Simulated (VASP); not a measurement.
A run of VASP 6.6.1:

The input POSCAR:

```
TlBr
1.0
    3.9461933093      0.0000000000      0.0000000000
    0.0000000000      3.9461933093      0.0000000000
    0.0000000000      0.0000000000      3.9461933093
Tl Br
1 1
Direct
    0.0000000000      0.0000000000      0.0000000000
    0.5000000000      0.5000000000      0.5000000000
```

Contents of INCAR.step1:

```
SYSTEM = TlBr
ALGO = Normal
EDIFF = 1E-5
ENCUT = 400
GGA = PE
GGA_COMPAT = .FALSE.
ISIF = 2
ISMEAR = 0
LASPH = .TRUE.
LCHARG = .FALSE.
LREAL = .FALSE.
LWAVE = .TRUE.
NBANDS = 17
NELM = 120
PREC = Accurate
SIGMA = 0.01
```

The input INCAR.step2:

```
SYSTEM = TlBr
AEXX = 0.75
ALGO = Normal
EDIFF = 1E-6
ENCUT = 400
GGA = PE
GGA_COMPAT = .FALSE.
ISIF = 2
ISMEAR = 0
ISTART = 1
LASPH = .TRUE.
LCHARG = .FALSE.
LHFCALC = .TRUE.
LREAL = .FALSE.
LWAVE = .FALSE.
NBANDS = 17
NELM = 120
PREC = Accurate
PRECFOCK = Normal
SIGMA = 0.01
```

Contents of KPOINTS:

```
k-points
0
G
  4 4 4
  0 0 0
```

Potentials or basis: VASP PAW PBE potentials, release 64 (Tl_d, Br).

Run with:

```console
$ cat potpaw_PBE.64/Tl_d/POTCAR potpaw_PBE.64/Br/POTCAR > POTCAR
$ cp INCAR.step1 INCAR
$ mpirun -np 1 vasp_std > vasp.out
$ cp INCAR.step2 INCAR
$ mpirun -np 1 vasp_std > vasp.out
```

Hardware: 1 thread of Intel Xeon 8259CL, on a shared host.

Problem. How long does it take, and how much memory?

Solution. Run time: 14 min on 1 thread of Intel Xeon 8259CL, on a shared host, peak memory 0.16 GiB. Counts: k points 10.
